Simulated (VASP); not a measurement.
# Al3GaN4 (P1) in VASP: single point with LDA

Aim: the single point of Al3GaN4 with LDA.

Program: VASP 6.6.1. These are calculated values, not measurements. Logs are shortened: lines on timing, memory, paths and dates and some standing lists are left out, and cuts for length are marked.

## (1) The cell of the first run

The typed cell holds 16 atoms: a = 5.340 Å, b = 5.890 Å, c = 6.168 Å, α = 105.19°, β = 89.99°, γ = 116.95°.

## (2) Single point, LDA

File INCAR:

```
ALGO     = Normal         # electronic algorithm
EDIFF    = 1E-6           # SCF threshold, eV
ENCUT    = 600            # plane-wave cutoff, eV
GGA_COMPAT= F            
ISIF     = 2              # what is computed and relaxed
ISMEAR   = 0              # smearing method
LASPH    = T              # aspherical terms in the spheres
LCHARG   = F              # write CHGCAR
LREAL    = F              # projectors in reciprocal space
LWAVE    = F              # write WAVECAR
NBANDS   = 56             # bands
NELM     = 120            # most SCF steps
PREC     = Accurate       # precision mode
SIGMA    = 0.02           # smearing width, eV
```

File KPOINTS:

```
k-points
0
Gamma
  6 6 4
```

File POSCAR:

```
Al3GaN4
1.0
    4.6251016783     -2.6698289227     -0.0003829346
   -3.0834739711     -0.0008302228     -5.0182257125
    3.0842574820      5.3411411233      0.0004110573
Al Ga N
6 2 8
Direct
    0.3328476157     -0.0008038217      0.0020680782
    0.8351792625      0.0026193923      0.2510893557
    0.3348621590      0.0007421264      0.4977766826
    0.9170207103      0.5018543162      0.1272953437
    0.4152921860      0.4993042216      0.3736467505
    0.9193907394      0.5026468198      0.6239670148
    0.8313192622     -0.0003504400      0.7493311969
    0.4163729012      0.4984207357      0.8758706728
    0.6497749483      0.6269095814      0.1622671720
    0.1469732454      0.6236451385      0.4051982409
    0.6434047346      0.6159802282      0.6487201813
    0.1381391008      0.6232968143      0.9065954975
    0.7256603835      0.1252356519      0.0365408680
    0.2269395626      0.1225920924      0.2802776150
    0.7275925439      0.1274551849      0.5265019182
    0.2312306444      0.1144519584      0.7788534116
```

Potentials or basis: VASP PAW LDA potentials, release 64 (Al, Ga_d, N).

Run with:

```bash
> cat potpaw_LDA.64/Al/POTCAR potpaw_LDA.64/Ga_d/POTCAR potpaw_LDA.64/N/POTCAR > POTCAR
> mpirun -np 1 vasp_std > vasp.out
```

OUTCAR:

```text
EDIFF = 1E-6
   ENCUT = 600
   ISIF = 2
   ISMEAR = 0
   LASPH = T
   LREAL = F
   NELM = 120
   PREC = Accurate

 ion  position               nearest neighbor table
   1  0.333  0.999  0.002-  16 1.86  13 1.87  14 1.87  12 1.89   3 3.06   4 3.07   5 3.07   6 3.07
                             2 3.07   8 3.08   2 3.08   8 3.08   7 3.08   4 3.09   7 3.10   3 3.11
   2  0.835  0.003  0.251-  15 1.87  13 1.87  14 1.87   9 1.89   5 3.06   6 3.07   4 3.07   3 3.07
                             1 3.07   4 3.08   7 3.08   3 3.08   1 3.08   5 3.09   7 3.09   8 3.09
   3  0.335  0.001  0.498-  16 1.87  15 1.87  14 1.88  10 1.89   1 3.06   4 3.06   5 3.07   6 3.07
                             2 3.07   5 3.08   7 3.08   2 3.08   8 3.08   6 3.09   7 3.10   1 3.11
   4  0.917  0.502  0.127-   9 1.87  12 1.87  10 1.88  13 1.89   3 3.06   6 3.06   1 3.07   2 3.07
                             5 3.07   2 3.08   5 3.08   8 3.08   1 3.09   8 3.09   7 3.09   6 3.11
   5  0.415  0.499  0.374-  11 1.86   9 1.87  10 1.87  14 1.89   2 3.06   1 3.07   8 3.07   6 3.07
                             3 3.07   4 3.07   3 3.08   4 3.08   7 3.08   2 3.09   6 3.09   8 3.10
   6  0.919  0.503  0.624-  11 1.87  12 1.87  10 1.88  15 1.88   4 3.06   2 3.07   5 3.07   3 3.07
                             1 3.07   7 3.07   3 3.09   7 3.09   8 3.09   5 3.09   8 3.10   4 3.11
   7  0.831  1.000  0.749-  16 1.92  15 1.92  13 1.92  11 1.93   6 3.07   3 3.08   2 3.08   5 3.08
                             1 3.08   6 3.09   2 3.09   4 3.09   1 3.10   3 3.10
   8  0.416  0.498  0.876-  11 1.91   9 1.92  12 1.92  16 1.93   5 3.07   1 3.08   3 3.08   4 3.08
                             1 3.08   6 3.09   4 3.09   2 3.09   6 3.10   5 3.10
   9  0.650  0.627  0.162-   5 1.87   4 1.87   2 1.89   8 1.92
  10  0.147  0.624  0.405-   5 1.87   4 1.88   6 1.88   3 1.89
  11  0.643  0.616  0.649-   5 1.86   6 1.87   8 1.91   7 1.93
  12  0.138  0.623  0.907-   4 1.87   6 1.87   1 1.89   8 1.92
  13  0.726  0.125  0.037-   2 1.87   1 1.87   4 1.89   7 1.92
  14  0.227  0.123  0.280-   2 1.87   1 1.87   3 1.88   5 1.89
  15  0.728  0.127  0.527-   2 1.87   3 1.87   6 1.88   7 1.92
  16  0.231  0.114  0.779-   1 1.86   3 1.87   7 1.92   8 1.93

  LATTYP: Found a triclinic cell.
 ALAT       =     5.8898558320
 B/A-ratio  =     0.9067064104
 C/A-ratio  =     1.0471720950
 COS(alpha) =     0.0001539646
 COS(beta)  =     0.2619751636
 COS(gamma) =     0.4532726544

  Lattice vectors:

 A1 = (   3.0834739711,   0.0008302228,   5.0182257125)
 A2 = (   4.6251016783,  -2.6698289227,  -0.0003829346)
 A3 = (   3.0842574820,   5.3411411233,   0.0004110573)

Analysis of symmetry for initial positions (statically):
=====================================================================
 Subroutine PRICEL returns:
 Original cell was already a primitive cell.

 Routine SETGRP: Setting up the symmetry group for a
 triclinic supercell.
[... 160 lines left out ...]
   EMIN   =  10.00;   EMAX   =-10.00  energy-range for DOS
   EFERMI =   0.00;   METHOD = LEGACY
   ISMEAR =     0;   SIGMA  =   0.02  broadening in eV -4-tet -1-fermi 0-gaus
   EFERMI_NEDOS =   21; number of points for ismear=-14 and -15
   IALGO  =     38    algorithm
   IMIX   =      4    mixing-type and parameters
     AMIX     =   0.40;   BMIX     =  1.00
     AMIX_MAG =   1.60;   BMIX_MAG =  1.00
  volume/ion in A,a.u.               =      10.33        69.72
  Fermi-wavevector in a.u.,A,eV,Ry     =   1.306423  2.468782 23.221636  1.706742
  Thomas-Fermi vector in A             =   2.437226
   LORBIT       =      0    0 simple, 1 ext, 2 COOP (PROOUT), +10 PAW based schemes
   GGA     = CA    functional components
   LHFCALC =     F    Hartree Fock is set to
   AEXX    =    0.0000 exact exchange contribution
   IVDW    =     0    specifies the selected vdW correction
   LEPSILON=     F    determine dielectric tensor
   LRPA    =     F    only Hartree local field effects (RPA)
 non-spin polarized calculation
 Gauss-broadening in eV      SIGMA  =   0.02
  energy-cutoff  :      600.00
  volume of cell :      165.29
 maximum number of plane-waves:      5545
 NGX is ok and might be reduce to    48
   NGX = 21   NGY = 23   NGZ = 25

 number of electron      83.9999999 magnetization

 Free energy of the ion-electron system (eV)
  ---------------------------------------------------
  ext. energy  EPLUGINS =         0.00000000
  ---------------------------------------------------
  free energy    TOTEN  =      -126.35422682 eV

  energy without entropy =     -126.35422682  energy(sigma->0) =     -126.35422682

 E-fermi :   6.0827     XC(G=0): -11.6382

 val. band max:        5.9592586112   @ k =   0.0000   0.0000   0.0000
 cond. band min:       9.8322638606   @ k =   0.0000   0.0000   0.0000
 fundamental gap:      3.8730052494
 Fermi energy:         6.0827358096

 k-point     1 :       0.0000    0.0000    0.0000
  band No.  band energies     occupation
      1      -9.4680      2.00000
      2      -8.2351      2.00000
      3      -8.1095      2.00000
      4      -7.8582      2.00000
      5      -7.8192      2.00000
      6      -7.6632      2.00000
[... 1357 lines left out ...]
     53      14.6255      0.00000
     54      14.7406      0.00000

 [... further k-points ...]

 [bands above 54 left out]

------------------------ aborting loop because EDIFF is reached ----------------------------------------

  FORCE on cell =-STRESS in cart. coord.  units (eV):
  Direction    XX          YY          ZZ          XY          YZ          ZX
  --------------------------------------------------------------------------------------
  -------------------------------------------------------------------------------------
  Total        3.7840191      3.7867086      0.7037113      0.0014539     -0.0022181      0.0016663
  in kB       36.6785344     36.7046033      6.8210809      0.0140922     -0.0215000      0.0161511
  external PRESSURE =      26.7347395 kB  Pullay stress =       0.0000000 kB

 VOLUME and BASIS-vectors are now :
 -----------------------------------------------------------------------------
  energy-cutoff  :      600.00
  volume of cell :      165.29
      direct lattice vectors                 reciprocal lattice vectors
     4.625101678 -2.669828923 -0.000382935     0.162155732 -0.093629633 -0.099621913
    -3.083473971 -0.000830223 -5.018225712    -0.000005734  0.000018647 -0.199270099
     3.084257482  5.341141123  0.000411057     0.081055349  0.140424096 -0.049828098

 POSITION                                       TOTAL-FORCE (eV/Angst)
 -----------------------------------------------------------------------------------
     -1.53516     -0.87843     -5.01432         0.002159      0.000868      0.001907
      4.62914     -0.88868     -0.01336        -0.000660      0.000141      0.001916
      3.08175      1.76467     -0.00365         0.000013     -0.002146      0.001504
      3.08647     -1.76880     -2.51872         0.000160      0.000955      0.002752
      1.53360      0.88653     -2.50563        -0.001038     -0.000757      0.003533
      4.62685      0.87766     -2.52249         0.000547     -0.001300      0.000704
[... 8 lines left out ...]
      4.59605      0.86947     -0.63966        -0.021686     -0.011821     -0.011551
      3.11874      3.54252     -0.57411         0.022871     -0.013382      0.018112
 -----------------------------------------------------------------------------------
    total drift:                                0.000329     -0.000392     -0.000565

  FREE ENERGIE OF THE ION-ELECTRON SYSTEM (eV)
  ---------------------------------------------------
  free  energy   TOTEN  =      -126.3542268248 eV

  energy  without entropy=     -126.3542268248  energy(sigma->0) =     -126.35422682
```

stdout:

```text
POSCAR found type information on POSCAR AlGaN
 POSCAR found :  3 types and      16 ions
 scaLAPACK will be used
 LDA part: xc-table for (Slater(with rela. corr.)+CA(PZ))
 , standard interpolation
 POSCAR, INCAR and KPOINTS ok, starting setup
 FFT: planning ... GRIDC
 FFT: planning ... GRID_SOFT
 FFT: planning ... GRID
 WAVECAR not read
 entering main loop
```

Run time: 17 min. Hardware: 1 thread of AMD EPYC 9R45 (Zen 5), shared host; peak memory 0.69 GiB.

What came out:

| Quantity | Value |
| --- | --- |
| Free energy | -126.3542 eV |
| Pressure | 2.7 GPa |
| Largest force | 0.032 eV/Å |
| Band gap on the k mesh | 3.87 eV |

Forces on the atoms (eV/Å):
```
Al   0.002  0.001  0.002
Al  -0.001  0.000  0.002
Al   0.000 -0.002  0.002
Al   0.000  0.001  0.003
Al  -0.001 -0.001  0.004
Al   0.001 -0.001  0.001
Ga  -0.002  0.001  0.001
Ga   0.001  0.002  0.001
N    0.020  0.013 -0.012
N    0.001  0.000 -0.002
N    0.000 -0.026  0.017
N   -0.022  0.012 -0.010
N    0.000  0.025 -0.012
N    0.000  0.000 -0.002
N   -0.022 -0.012 -0.012
N    0.023 -0.013  0.018
```

Levels at points of the mesh, in eV from the valence-band top:
```
           k point  band 40  band 41  band 42  band 43  band 44  band 45
(0.00, 0.00, 0.00)    -0.09    -0.07     0.00     3.87     5.04     5.11
(0.50, 0.00, 0.00)    -0.65    -0.62    -0.51     5.01     5.07     5.49
(0.00, 0.50, 0.00)    -0.45    -0.44    -0.39     5.49     5.71     5.95
(0.50, 0.50, 0.00)    -0.71    -0.56    -0.43     5.05     5.08     5.56
(0.00, 0.00, 0.50)    -0.55    -0.46    -0.24     5.62     5.91     6.16
(0.50, 0.00, 0.50)    -0.97    -0.77    -0.73     5.82     6.00     6.22
(0.00, 0.50, 0.50)    -0.96    -0.84    -0.82     5.19     5.29     6.21
(0.50, 0.50, 0.50)    -0.96    -0.87    -0.61     5.84     5.95     6.28
```

A k mesh can miss the band edges.
